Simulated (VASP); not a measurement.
Set up this calculation in VASP 6.6.1, as the native input.

| Item | Value |
| --- | --- |
| Task | single point |
| Functional | PBEsol |
| Potentials or basis | VASP PAW PBE potentials, release 64 (Zn) |
| Cutoff | 520 eV |
| k mesh | 22 × 22 × 22 |
| Occupations | fermi-dirac, width 0.08 eV |
| Spin | no spin polarisation |
| Dipole correction | no |
| Further INCAR settings | ALGO = Normal; EDIFF = 1e-07; NBANDS = 12 |

The structure of Zn lies in POSCAR:

```
Zn
1.0
   -1.2090837053      1.2090837053      1.2090837053
    1.2090837053     -1.2090837053      1.2090837053
    1.2090837053      1.2090837053     -1.2090837053
Zn
1
Direct
    0.0000000000      0.0000000000      0.0000000000
```

These files were run (other wordings do the same):

INCAR

```
SYSTEM = Zn
PREC = Accurate ; ENCUT = 520
EDIFF = 1E-7 ; ISMEAR = -1
SIGMA = 0.08 ; LREAL = .FALSE.
LASPH = .TRUE. ; NELM = 60
ALGO = Normal ; ISIF = 2
LWAVE = .FALSE. ; LCHARG = .TRUE.
GGA = PS ; LELF = .TRUE.
LVHAR = .TRUE. ; NBANDS = 12
```

KPOINTS

```
regular mesh
0
G
  22 22 22
  0 0 0
```

Potentials or basis: VASP PAW PBE potentials, release 64 (Zn).

The run is started by

```bash
$ cat potpaw_PBE.64/Zn/POTCAR > POTCAR
$ mpirun -np 1 vasp_std > vasp.out
```

It gave:

The pressure is 359.0 GPa and the band gap on the k mesh is zero (band 6 reaches 17.44 eV, above the bottom of band 7 at 12.40 eV).

Caveat: the PAW data sets were made with another functional, which shifts forces and pressure a little.

Run time: 14 s on 1 thread of Intel(R) Xeon(R) Platinum 8259CL CPU @ 2.50GHz (Skylake/Cascade Lake), on a shared host, peak memory 0.13 GiB.
